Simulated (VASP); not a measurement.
Set up this calculation in VASP 6.6.1, as the native input.

```
Task                   : single point
Functional             : PBE
Potentials or basis    : VASP PAW PBE potentials, release 64 (Fe)
Cutoff                 : 520 eV
k mesh                 : 26 × 26 × 26
Occupations            : fermi-dirac, width 0.1 eV
Spin                   : no spin polarisation
Dipole correction      : no
Further INCAR settings : ALGO = Normal; EDIFF = 1e-06; NBANDS = 10
```

The structure of Fe lies in POSCAR:

```
Fe
1.0
    0.0000000000      1.7022132050      1.7022132050
    1.7022132050      0.0000000000      1.7022132050
    1.7022132050      1.7022132050      0.0000000000
Fe
1
Direct
    0.0000000000      0.0000000000      0.0000000000
```

This cell differs from its parent crystal: volume scaled by 0.96.

The input as run:

INCAR

```
PREC = Accurate ; ENCUT = 520
EDIFF = 1E-6 ; ISMEAR = -1
SIGMA = 0.1 ; LREAL = False
LASPH = True ; NELM = 60
ALGO = Normal ; ISIF = 2
LWAVE = False ; LCHARG = False
GGA = PE ; NBANDS = 10
```

KPOINTS

```
Automatic mesh
0
Gamma
  26 26 26
```

Potentials or basis: VASP PAW PBE potentials, release 64 (Fe).

The run is started by

```sh
$ cat potpaw_PBE.64/Fe/POTCAR > POTCAR
$ mpirun -np 1 vasp_std > vasp.out
```

It gave:

```
Pressure               : 12.0 GPa
Band gap on the k mesh : zero (band 4 reaches 8.57 eV, above the bottom of band 5 at 6.34 eV)
```

Caveat: the run has no spin polarisation, though such a crystal can be magnetic.

Run time: 47 s on 1 thread of Intel(R) Xeon(R) Platinum 8259CL CPU @ 2.50GHz (Skylake/Cascade Lake), on a shared host, peak memory 0.16 GiB.
